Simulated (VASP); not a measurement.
# MoS2 (R3m) in VASP: further runs

The runs below take MoS2 through electric field gradients, with PBE.

Everything below comes from runs of VASP 6.6.1. Logs are shortened: lines on timing, memory, paths and dates and some standing lists are left out, and cuts for length are marked.

### 1 The cell of the first run

It takes space group R3m (No. 160, trigonal). Conventional cell: a = 3.142 Å, b = 3.142 Å, c = 18.247 Å, α = 90.00°, β = 90.00°, γ = 120.00°. Mo (site symmetry 3m) has 6 S at 2.35 Å and 6 Mo at 3.14 Å within 3.2 Å. S (site symmetry 3m) has 3 Mo at 2.35 Å and 7 S at 2.98 to 3.14 Å within 3.2 Å. S (site symmetry 3m) has 3 Mo at 2.35 Å and 7 S at 2.98 to 3.14 Å within 3.2 Å.

### 2 Electric field gradients, PBE (17.33 Å³/atom)

INCAR reads:

```
PREC = Accurate ; ENCUT = 520
EDIFF = 1E-8 ; ISMEAR = -1
SIGMA = 0.05 ; LREAL = False
LASPH = True ; NELM = 100
ALGO = Normal ; ISIF = 2
LWAVE = False ; LCHARG = False
GGA = PE ; LEFG = True
NBANDS = 20
```

KPOINTS reads:

```
Automatic mesh
0
Gamma
  13 13 13
```

POSCAR reads:

```
MoS2
1.0
    1.5708859406      0.9069514207      6.0822325872
   -1.5708859406      0.9069514207      6.0822325872
    0.0000000000     -1.8139028413      6.0822325872
Mo S
1 2
Direct
    0.0000000000      0.0000000000      0.0000000000
    0.7484000000      0.7484000000      0.7484000000
    0.5849000000      0.5849000000      0.5849000000
```

Potentials or basis: VASP PAW PBE potentials, release 64 (Mo_sv, S).

The run is started by

```console
$ cat potpaw_PBE.64/Mo_sv/POTCAR potpaw_PBE.64/S/POTCAR > POTCAR
$ mpirun -np 1 vasp_std > vasp.out
```

OUTCAR:

```text
PREC = Accurate
   ENCUT = 520
   EDIFF = 1E-8
   ISMEAR = -1
   LREAL = False
   LASPH = True
   NELM = 100
   ISIF = 2
   GGA = PE

 ion  position               nearest neighbor table
   1  0.000  0.000  0.000-   2 2.35   2 2.35   2 2.35   3 2.35   3 2.35   3 2.35
   2  0.748  0.748  0.748-   1 2.35   1 2.35   1 2.35
   3  0.585  0.585  0.585-   1 2.35   1 2.35   1 2.35

  LATTYP: Found a trigonal (rhomboedric) cell.
 ALAT       =     6.3469517694
 COS(alpha) =     0.8774851014

  Lattice vectors:

 A1 = (   1.5708859406,   0.9069514207,   6.0822325872)
 A2 = (  -1.5708859406,   0.9069514207,   6.0822325872)
 A3 = (   0.0000000000,  -1.8139028413,   6.0822325872)

Analysis of symmetry for initial positions (statically):
=====================================================================
 Subroutine PRICEL returns:
 Original cell was already a primitive cell.

 Routine SETGRP: Setting up the symmetry group for a
 trigonal (rhombohedral) supercell.

 Subroutine GETGRP returns: Found  6 space group operations
 (whereof  6 operations were pure point group operations)
 out of a pool of 12 trial point group operations.

The static configuration has the point symmetry C_3v.

Analysis of symmetry for dynamics (positions and initial velocities):
=====================================================================
 Subroutine PRICEL returns:
 Original cell was already a primitive cell.

 Routine SETGRP: Setting up the symmetry group for a
 trigonal (rhombohedral) supercell.

 Subroutine GETGRP returns: Found  6 space group operations
 (whereof  6 operations were pure point group operations)
 out of a pool of 12 trial point group operations.

The dynamic configuration has the point symmetry C_3v.

 Subroutine INISYM returns: Found  6 space group operations
 (whereof  6 operations are pure point group operations),
 and found     1 'primitive' translations

----------------------------------------------------------------------------------------

                                     Primitive cell

  volume of cell :      51.9928

  direct lattice vectors                    reciprocal lattice vectors
     1.570885941  0.906951421  6.082232587     0.318291728  0.183765815  0.054804437
    -1.570885941  0.906951421  6.082232587    -0.318291728  0.183765815  0.054804437
     0.000000000 -1.813902841  6.082232587     0.000000000 -0.367531629  0.054804437

  length of vectors
     6.346951769  6.346951769  6.346951769     0.371595243  0.371595243  0.371595243

  position of ions in fractional coordinates (direct lattice)
     0.000000000  0.000000000  0.000000000
     0.748400000  0.748400000  0.748400000
     0.584900000  0.584900000  0.584900000

  ion indices of the primitive-cell ions
   primitive index   ion index
                 1           1
                 2           2
                 3           3

----------------------------------------------------------------------------------------

 KPOINTS: Automatic mesh

Automatic generation of k-mesh.
 Grid dimensions read from file:
 generate k-points for:   13   13   13

 Generating k-lattice:

  Cartesian coordinates                     Fractional coordinates (reciprocal lattice)
     0.024483979  0.014135832  0.004215726     0.076923077  0.000000000  0.000000000
    -0.024483979  0.014135832  0.004215726     0.000000000  0.076923077  0.000000000
     0.000000000 -0.028271664  0.004215726    -0.000000000 -0.000000000  0.076923077

  Length of vectors
     0.028584249  0.028584249  0.028584249

  Shift w.r.t. Gamma in fractional coordinates (k-lattice)
     0.000000000  0.000000000  0.000000000

 Subroutine IBZKPT returns following result:
 ===========================================

 Found    231 irreducible k-points:

 Following reciprocal coordinates:
            Coordinates               Weight
  0.000000  0.000000  0.000000      1.000000
  0.076923  0.000000  0.000000      6.000000
  0.153846  0.000000  0.000000      6.000000
  0.230769  0.000000  0.000000      6.000000
  0.307692  0.000000  0.000000      6.000000
  0.384615 -0.000000  0.000000      6.000000
[... 16 lines left out ...]
  0.384615  0.153846  0.000000     12.000000
  0.461538  0.153846 -0.000000     12.000000
 [... further k-points ...]
   k-points           NKPTS =    231   k-points in BZ     NKDIM =    231   number of bands    NBANDS=     20
   number of dos      NEDOS =    301   number of ions     NIONS =      3
   total plane-waves  NPLWV = 110592
   dimension x,y,z NGX =    48 NGY =   48 NGZ =   48
   dimension x,y,z NGXF=    96 NGYF=   96 NGZF=   96
   ions per type =               1   2
   NGX,Y,Z   is equivalent  to a cutoff of  12.57, 12.57, 12.57 a.u.
   NGXF,Y,Z  is equivalent  to a cutoff of  25.15, 25.15, 25.15 a.u.
 SYSTEM =  unknown system
   PREC   = accura    normal or accurate (medium, high low for compatibility)
   ISTART =      0    job   : 0-new  1-cont  2-samecut
   ICHARG =      2    charge: 1-file 2-atom 10-const
   ISPIN  =      1    spin polarized calculation?
   LNONCOLLINEAR =      F non collinear calculations
   LSORBIT =      F    spin-orbit coupling
   LASPH  =      T    aspherical Exc in radial PAW
   ENCUT  =  520.0 eV  38.22 Ry    6.18 a.u.  11.80 11.80 11.80*2*pi/ulx,y,z
   NELM   =    100;   NELMIN=  2; NELMDL= -5     # of ELM steps
   EDIFF  = 0.1E-07   stopping-criterion for ELM
   LREAL  =      F    real-space projection
   EDIFFG = 0.1E-06   stopping-criterion for IOM
   NSW    =      0    number of steps for IOM
   IBRION =     -1    ionic relax: 0-MD 1-quasi-New 2-CG
   NFREE  =      0    steps in history (QN), initial steepest desc. (CG)
   ISIF   =      2    stress and relaxation
   ISYM   =      2    0-nonsym 1-usesym 2-fastsym
   POTIM  = 0.5000    time-step for ionic-motion
   TEBEG  =    0.0;   TEEND  =   0.0 temperature during run
   PSTRESS=    0.0 pullay stress
   NELECT =      26.0000    total number of electrons
   NUPDOWN=      -1.0000    fix difference up-down
   EMIN   =  10.00;   EMAX   =-10.00  energy-range for DOS
   EFERMI =   0.00;   METHOD = LEGACY
   ISMEAR =    -1;   SIGMA  =   0.05  broadening in eV -4-tet -1-fermi 0-gaus
   EFERMI_NEDOS =   21; number of points for ismear=-14 and -15
   IALGO  =     38    algorithm
   IMIX   =      4    mixing-type and parameters
     AMIX     =   0.40;   BMIX     =  1.00
     AMIX_MAG =   1.60;   BMIX_MAG =  1.00
  volume/ion in A,a.u.               =      17.33       116.95
  Fermi-wavevector in a.u.,A,eV,Ry     =   1.299426  2.455560 22.973553  1.688509
  Thomas-Fermi vector in A             =   2.430691
   LORBIT       =      0    0 simple, 1 ext, 2 COOP (PROOUT), +10 PAW based schemes
   GGA     = PE    functional components
   LHFCALC =     F    Hartree Fock is set to
   AEXX    =    0.0000 exact exchange contribution
   IVDW    =     0    specifies the selected vdW correction
   LEPSILON=     F    determine dielectric tensor
   LRPA    =     F    only Hartree local field effects (RPA)
 non-spin polarized calculation
  energy-cutoff  :      520.00
  volume of cell :       51.99
 maximum number of plane-waves:      1420
   NGX = 23   NGY = 23   NGZ = 23

 number of electron      26.0000002 magnetization

 Free energy of the ion-electron system (eV)
  ---------------------------------------------------
  ext. energy  EPLUGINS =         0.00000000
  ---------------------------------------------------
  free energy    TOTEN  =       -21.65024495 eV

  energy without entropy =      -21.65023925  energy(sigma->0) =      -21.65024210

 E-fermi :   8.4039     XC(G=0): -10.8970

 val. band max:        8.0979201549   @ k =   0.4615   0.4615   0.4615
 cond. band min:       8.8599457964   @ k =  -0.3077   0.3077   0.0000
 fundamental gap:      0.7620256415
 Fermi energy:         8.4039209435

 k-point     1 :       0.0000    0.0000    0.0000
  band No.  band energies     occupation
      1     -53.5976      2.00000
      2     -27.7953      2.00000
      3     -27.5574      2.00000
      4     -27.5574      2.00000
      5      -7.4124      2.00000
      6      -5.5047      2.00000
[... 12 lines left out ...]
     19      16.2156      0.00000
[... 513 lines left out ...]
      4     -27.6999      2.00000
      5      -5.4999      2.00000
      6      -5.0501      2.00000
[... 12 lines left out ...]
     19      16.0014      0.00000
     20      16.6158      0.00000

 [... further k-points ...]

------------------------ aborting loop because EDIFF is reached ----------------------------------------

  FORCE on cell =-STRESS in cart. coord.  units (eV):
  Direction    XX          YY          ZZ          XY          YZ          ZX
  --------------------------------------------------------------------------------------
  -------------------------------------------------------------------------------------
  Total        3.3575187      3.3575187      5.7562631      0.0000000      0.0000000      0.0000000
  in kB      103.4632399    103.4632399    177.3814751      0.0000000      0.0000000      0.0000000
  external PRESSURE =     128.1026516 kB  Pullay stress =       0.0000000 kB

 VOLUME and BASIS-vectors are now :
 -----------------------------------------------------------------------------
  energy-cutoff  :      520.00
  volume of cell :       51.99
      direct lattice vectors                 reciprocal lattice vectors
     1.570885941  0.906951421  6.082232587     0.318291728  0.183765815  0.054804437
    -1.570885941  0.906951421  6.082232587    -0.318291728  0.183765815  0.054804437
     0.000000000 -1.813902841  6.082232587     0.000000000 -0.367531629  0.054804437

 POSITION                                       TOTAL-FORCE (eV/Angst)
 -----------------------------------------------------------------------------------
      0.00000      0.00000      0.00000         0.000000     -0.000000     -0.002677
      0.00000      0.00000     13.65583         0.000000      0.000000      1.662752
      0.00000      0.00000     10.67249         0.000000     -0.000000     -1.660075
 -----------------------------------------------------------------------------------
    total drift:                                0.000000      0.000000     -0.000038

  FREE ENERGIE OF THE ION-ELECTRON SYSTEM (eV)
  ---------------------------------------------------
  free  energy   TOTEN  =       -21.6502449545 eV

  energy  without entropy=      -21.6502392514  energy(sigma->0) =      -21.65024210

 Electric field gradients (V/A^2)
---------------------------------------------------------------------
 ion       V_xx      V_yy      V_zz      V_xy      V_xz      V_yz
---------------------------------------------------------------------
   1      47.854    47.854   -95.708     0.000    -0.000    -0.000
   2      32.237    32.237   -64.474     0.000    -0.000    -0.000
   3      31.523    31.523   -63.047     0.000     0.000    -0.000
---------------------------------------------------------------------

 Electric field gradients after diagonalization (V/A^2)
 (convention: |V_zz| > |V_xx| > |V_yy|)
----------------------------------------------------------------------
 ion       V_xx      V_yy      V_zz     asymmetry (V_yy - V_xx)/ V_zz
----------------------------------------------------------------------
   1      47.854    47.854   -95.708       0.000
   2      32.237    32.237   -64.474       0.000
   3      31.523    31.523   -63.047       0.000
----------------------------------------------------------------------

           NMR quadrupolar parameters

 Cq : quadrupolar parameter    Cq=e*Q*V_zz/h
 eta: asymmetry parameters     (V_yy - V_xx)/ V_zz
 Q  : nuclear electric quadrupole moment in mb (millibarn)
----------------------------------------------------------------------
 ion       Cq(MHz)       eta       Q (mb)
----------------------------------------------------------------------
   1      -0.231       0.000       1.000
   2      -0.156       0.000       1.000
   3      -0.152       0.000       1.000
----------------------------------------------------------------------
```

Run time: 10 min. Hardware: 1 thread of Intel Xeon Platinum 8259CL at 2.50GHz (Skylake/Cascade Lake), shared host; peak memory 0.46 GiB.

What came out:

```yaml
Free_energy: -21.6502 eV
Pressure: 12.8 GPa
Largest_force: 1.663 eV/Å
Band_gap_on_the_k_mesh: 0.76 eV (least direct gap 1.86 eV)
Largest_electric_field_gradient_by_atom: Mo -95.7; S -64.5, -63.0 V/Å²
```

Forces on the atoms (eV/Å):
```
Mo   0.000  0.000 -0.003
S    0.000  0.000  1.663
S    0.000  0.000 -1.660
```

Electric field gradients, principal values (V/Å²):
```
atom   least  middle  greatest (by size)
1 Mo  47.854  47.854             -95.708
 2 S  32.237  32.237             -64.474
 3 S  31.523  31.523             -63.047
```

Caveat: the cell stands under pressure; without QUAD_EFG the Cq values of the log hold for a quadrupole moment of 1 mb, not for the nuclei; an odd mesh through Γ misses points on the zone boundary, where band edges can lie; forces of over 1 eV/Å act on the atoms, so gaps and moduli don't describe the material at rest.

### 3 Electric field gradients, PBE (17.86 Å³/atom)

This run uses another cell than the first one, of 17.86 Å³/atom.

INCAR reads:

```
ALGO     = Normal         # electronic algorithm
EDIFF    = 1E-8           # SCF threshold, eV
ENCUT    = 520            # plane-wave cutoff, eV
GGA      = PE             # functional
ISIF     = 2              # what is computed and relaxed
ISMEAR   = -1             # smearing method
LASPH    = True           # aspherical terms in the spheres
LCHARG   = False          # write CHGCAR
LEFG     = True         
LREAL    = False          # projectors in reciprocal space
LWAVE    = False          # write WAVECAR
NBANDS   = 20             # bands
NELM     = 80             # most SCF steps
PREC     = Accurate       # precision mode
SIGMA    = 0.05           # smearing width, eV
```

KPOINTS reads:

```
k-points
0
Gamma
  13 13 13
```

POSCAR reads:

```
MoS2
1.0
    1.5867545494      0.9161131662      6.1436734385
   -1.5867545494      0.9161131662      6.1436734385
    0.0000000000     -1.8322263324      6.1436734385
Mo S
1 2
Direct
    0.0000000000      0.0000000000      0.0000000000
    0.7484000000      0.7484000000      0.7484000000
    0.5849000000      0.5849000000      0.5849000000
```

Potentials or basis: VASP PAW PBE potentials, release 64 (Mo_sv, S).

The run is started by

```console
$ cat potpaw_PBE.64/Mo_sv/POTCAR potpaw_PBE.64/S/POTCAR > POTCAR
$ mpirun -np 1 vasp_std > vasp.out
```

OUTCAR:

```text
EDIFF = 1E-8
   ENCUT = 520
   GGA = PE
   ISIF = 2
   ISMEAR = -1
   LASPH = True
   LREAL = False
   NELM = 80
   PREC = Accurate

 ion  position               nearest neighbor table
   1  0.000  0.000  0.000-   2 2.37   2 2.37   2 2.37   3 2.37   3 2.37   3 2.37
   2  0.748  0.748  0.748-   1 2.37   1 2.37   1 2.37
   3  0.585  0.585  0.585-   1 2.37   1 2.37   1 2.37

  LATTYP: Found a trigonal (rhomboedric) cell.
 ALAT       =     6.4110667328
 COS(alpha) =     0.8774851014

  Lattice vectors:

 A1 = (   1.5867545494,   0.9161131662,   6.1436734385)
 A2 = (  -1.5867545494,   0.9161131662,   6.1436734385)
 A3 = (   0.0000000000,  -1.8322263324,   6.1436734385)

Analysis of symmetry for initial positions (statically):
=====================================================================
 Subroutine PRICEL returns:
 Original cell was already a primitive cell.

 Routine SETGRP: Setting up the symmetry group for a
 trigonal (rhombohedral) supercell.

 Subroutine GETGRP returns: Found  6 space group operations
[... 746 lines left out ...]
 POSITION                                       TOTAL-FORCE (eV/Angst)
 -----------------------------------------------------------------------------------
      0.00000      0.00000      0.00000         0.000000      0.000000     -0.002575
      0.00000      0.00000     13.79378         0.000000      0.000000      1.088626
      0.00000      0.00000     10.78030         0.000000      0.000000     -1.086050
 -----------------------------------------------------------------------------------
    total drift:                                0.000000      0.000000     -0.000007

  FREE ENERGIE OF THE ION-ELECTRON SYSTEM (eV)
  ---------------------------------------------------
  free  energy   TOTEN  =       -21.7505083321 eV

  energy  without entropy=      -21.7505025216  energy(sigma->0) =      -21.75050543

 Electric field gradients (V/A^2)
---------------------------------------------------------------------
 ion       V_xx      V_yy      V_zz      V_xy      V_xz      V_yz
---------------------------------------------------------------------
   1      46.111    46.111   -92.222     0.000     0.000     0.000
   2      31.122    31.122   -62.243     0.000    -0.000    -0.000
   3      30.482    30.482   -60.964     0.000     0.000     0.000
---------------------------------------------------------------------

 Electric field gradients after diagonalization (V/A^2)
 (convention: |V_zz| > |V_xx| > |V_yy|)
----------------------------------------------------------------------
 ion       V_xx      V_yy      V_zz     asymmetry (V_yy - V_xx)/ V_zz
----------------------------------------------------------------------
   1      46.111    46.111   -92.222       0.000
   2      31.122    31.122   -62.243       0.000
   3      30.482    30.482   -60.964       0.000
----------------------------------------------------------------------

           NMR quadrupolar parameters

 Cq : quadrupolar parameter    Cq=e*Q*V_zz/h
 eta: asymmetry parameters     (V_yy - V_xx)/ V_zz
 Q  : nuclear electric quadrupole moment in mb (millibarn)
----------------------------------------------------------------------
 ion       Cq(MHz)       eta       Q (mb)
----------------------------------------------------------------------
   1      -0.223       0.000       1.000
   2      -0.151       0.000       1.000
   3      -0.147       0.000       1.000
----------------------------------------------------------------------
```

OSZICAR:

```text
N       E                     dE             d eps       ncg     rms          rms(c)
DAV:   1     0.184754641083E+03    0.18475E+03   -0.13561E+04  9256   0.123E+03
DAV:   2    -0.156688018694E+02   -0.20042E+03   -0.19498E+03 11196   0.316E+02
DAV:   3    -0.230988262837E+02   -0.74300E+01   -0.73570E+01 11432   0.572E+01
DAV:   4    -0.231851403914E+02   -0.86314E-01   -0.86265E-01 11404   0.656E+00
DAV:   5    -0.231864841216E+02   -0.13437E-02   -0.13437E-02 11692   0.793E-01    0.260E+01
DAV:   6    -0.220664989961E+02    0.11200E+01   -0.97786E+00  9824   0.193E+01    0.930E+00
DAV:   7    -0.218393518695E+02    0.22715E+00   -0.32234E+00  9452   0.107E+01    0.628E+00
DAV:   8    -0.217502670404E+02    0.89085E-01   -0.46786E-01 10448   0.428E+00    0.173E+00
DAV:   9    -0.217513782133E+02   -0.11112E-02   -0.17499E-02 10800   0.850E-01    0.603E-01
DAV:  10    -0.217504784312E+02    0.89978E-03   -0.67969E-03 10360   0.548E-01    0.107E-01
DAV:  11    -0.217505149312E+02   -0.36500E-04   -0.63489E-04 10820   0.176E-01    0.866E-02
DAV:  12    -0.217504938170E+02    0.21114E-04   -0.63831E-05 10532   0.463E-02    0.212E-02
DAV:  13    -0.217505081320E+02   -0.14315E-04   -0.19786E-05  9844   0.259E-02    0.910E-03
DAV:  14    -0.217505082543E+02   -0.12230E-06   -0.10597E-06 12332   0.635E-03    0.324E-03
DAV:  15    -0.217505083346E+02   -0.80351E-07   -0.20246E-07 10228   0.257E-03    0.193E-03
DAV:  16    -0.217505083321E+02    0.25125E-08   -0.38725E-08 11580   0.132E-03
   1 F= -.21750508E+02 E0= -.21750505E+02  d E =-.581050E-05
```

Run time: 6.3 min. Hardware: 1 thread of Intel Xeon 6975P-C (Granite Rapids), shared host; peak memory 0.47 GiB.

Results:

* Free energy: -21.7505 eV
* Pressure: 7.4 GPa
* Largest force: 1.089 eV/Å
* Band gap on the k mesh: 0.76 eV (least direct gap 1.79 eV)
* Largest electric field gradient by atom: Mo -92.2; S -62.2, -61.0 V/Å²

Forces on the atoms (eV/Å):
```
Mo   0.000  0.000 -0.003
S    0.000  0.000  1.089
S    0.000  0.000 -1.086
```

Electric field gradients, principal values (V/Å²):
```
atom   least  middle  greatest (by size)
1 Mo  46.111  46.111             -92.222
 2 S  31.122  31.122             -62.243
 3 S  30.482  30.482             -60.964
```

Caveat: the cell stands under pressure; without QUAD_EFG the Cq values of the log hold for a quadrupole moment of 1 mb, not for the nuclei; an odd mesh through Γ misses points on the zone boundary, where band edges can lie; forces of over 1 eV/Å act on the atoms, so gaps and moduli don't describe the material at rest.

(Continued in part 2 of 2.)
